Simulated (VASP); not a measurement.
## Pb: single point with PBE

Crystal: Pb.

```
Pb
1.0
    -2.64839    2.64839    1.42415
     2.64839   -2.64839    1.42415
     2.64839    2.64839   -1.42415
Pb
2
Direct
  0.62500 0.87500 0.75000
  0.37500 0.12500 0.25000
```

```json
{
 "Program": "VASP 6.6.1",
 "Task": "single point",
 "Functional": "PBE",
 "Potentials or basis": "VASP PAW PBE potentials, release 64 (Pb_d)",
 "Cutoff": "520 eV",
 "k mesh": "14 × 14 × 14",
 "Occupations": "fermi-dirac, width 0.05 eV",
 "Spin": "no spin polarisation",
 "Dipole correction": "no",
 "k mesh for the DOS": "21 × 21 × 21",
 "Occupations for the DOS": "tetrahedron",
 "Further INCAR settings": "ALGO = Normal; EDIFF = 1e-07"
}
```

- Valence electrons inside the program's atomic spheres: Pb 12.43

Levels at points of the mesh, in eV from the Fermi level:
| k point | band 12 | band 13 | band 14 | band 15 | band 16 | band 17 |
| --- | --- | --- | --- | --- | --- | --- |
| (0.00, 0.00, 0.00) | -4.54 | -3.34 | -3.34 | 3.48 | 7.41 | 7.41 |

It took 11 min on 1 thread of Oxide Virtual Turin-like Processor, with other jobs on the host, peak memory 0.53 GiB.

Caveat: spin-orbit coupling is left out, which moves the levels of the heavy elements.
